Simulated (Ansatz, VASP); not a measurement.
# Sn: VASP beside Ansatz

The input INCAR:

```
PREC = Accurate
ENCUT = 600
EDIFF = 1E-6
ISMEAR = 0
SIGMA = 0.05
LREAL = F
LASPH = T
NELM = 60
ALGO = Normal
ISIF = 3
LWAVE = F
LCHARG = F
GGA = PS
IBRION = 2
NSW = 80
EDIFFG = -0.003
```

KPOINTS

```
Automatic mesh
0
Gamma
  10 10 10
```

The input POSCAR:

```
Sn
1.0
    0.0000000000      3.2700000000      3.2700000000
    3.2700000000      0.0000000000      3.2700000000
    3.2700000000      3.2700000000      0.0000000000
Sn
2
Direct
    0.0000000000      0.0000000000      0.0000000000
    0.2500000000      0.2500000000      0.2500000000
```

Input for Ansatz:

```yaml
crystal:
  lattice:
    - [0.0, 3.27, 3.27]
    - [3.27, 0.0, 3.27]
    - [3.27, 3.27, 0.0]
  atoms:
    - { symbol: Sn, position: [0.0, 0.0, 0.0] }
    - { symbol: Sn, position: [0.25, 0.25, 0.25] }
scf:
  occupations: { method: gaussian, width: 0.05 }
output:
  forces: true
  stress: true
  eigenvalues: true
  write_density: true
  write_potential: true
  elf: true
  volumetric_format: npy
hamiltonian:
  xc: pbesol
kpoints:
  mp_grid: { grid: [10, 10, 10] }
relax:
  f_tol: 0.003
  cell: { stress_tol: 0.02 }
```

Alike in both runs: task relaxation of cell and atoms; functional PBEsol; k mesh 10 × 10 × 10; occupations gaussian, width 0.05 eV; no spin polarisation.

|  | VASP | Ansatz |
| --- | --- | --- |
| version | VASP 6.6.1 | Ansatz 0.2.0 |
| potentials or method | VASP PAW PBE potentials, release 64 (Sn_d) | scalar-relativistic, plane waves, PAW |
| plane-wave cutoff (eV) | 600 | 420 |
| valence electrons in the cell | 28 | 28 |

```tsv
	VASP	Ansatz	Ansatz less VASP
gap on the k mesh at the Fermi level, each at its own relaxed structure (eV)	none	none	-
relaxed volume (Å³/atom)	34.94	34.97	+0.026
relaxed cell length with the largest relative difference (Å)	4.623	4.624	+0.0012
```

VASP's potentials were made for PBE, not for PBEsol. A gap of «none» marks a metal or a gap that the smearing closes.
